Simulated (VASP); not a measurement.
The system is Cs2AgBiBr6.

```
CELL_PARAMETERS angstrom
0.00000 5.74201 5.74201
5.74201 0.00000 5.74201
5.74201 5.74201 0.00000
ATOMIC_POSITIONS crystal
Cs 0.25000 0.25000 0.25000
Cs 0.75000 0.75000 0.75000
Ag 0.50000 0.50000 0.50000
Bi 0.00000 0.00000 0.00000
Br 0.25131 0.74869 0.25131
Br 0.25131 0.74869 0.74869
Br 0.74869 0.25131 0.74869
Br 0.74869 0.25131 0.25131
Br 0.25131 0.25131 0.74869
Br 0.74869 0.74869 0.25131
```

| Item | Value |
| --- | --- |
| Program | VASP 6.6.1 |
| Task | relaxation of cell and atoms |
| Functional | PBE |
| Dispersion | D3(BJ) |
| Potentials or basis | VASP PAW PBE potentials, release 64 (Cs_sv, Ag, Bi_d, Br) |
| Cutoff | 600 eV |
| k mesh | 4 × 4 × 4 |
| Occupations | gaussian, width 0.02 eV |
| Spin | no spin polarisation |

At the start: pressure -1.0 GPa; volume 37.86 Å³/atom.

Problem. How do energy, volume and symmetry change on relaxing?

Solution. Over 5 steps the energy falls by 5.8 meV/atom and the volume is 36.11 Å³/atom (-4.6 %); space group Fm-3m (No. 225, to 0.05 Å).

The path:
```csv
step,energy change (eV),largest force (eV/Å),pressure (GPa),volume (Å³)
1,0.0000,0.0054,-1.01,378.64
2,-0.0496,0.1082,-0.20,365.74
3,-0.0513,0.1314,0.00,363.01
4,-0.0555,0.0794,0.00,362.25
5,-0.0579,0.0004,0.01,361.09
```

Final structure:
```
CELL_PARAMETERS angstrom
0.00000 5.65190 5.65190
5.65190 0.00000 5.65190
5.65190 5.65190 0.00000
ATOMIC_POSITIONS crystal
Cs 0.25000 0.25000 0.25000
Cs 0.75000 0.75000 0.75000
Ag 0.50000 0.50000 0.50000
Bi 0.00000 0.00000 0.00000
Br 0.25281 0.74719 0.25281
Br 0.25281 0.74719 0.74719
Br 0.74719 0.25281 0.74719
Br 0.74719 0.25281 0.25281
Br 0.25281 0.25281 0.74719
Br 0.74719 0.74719 0.25281
```
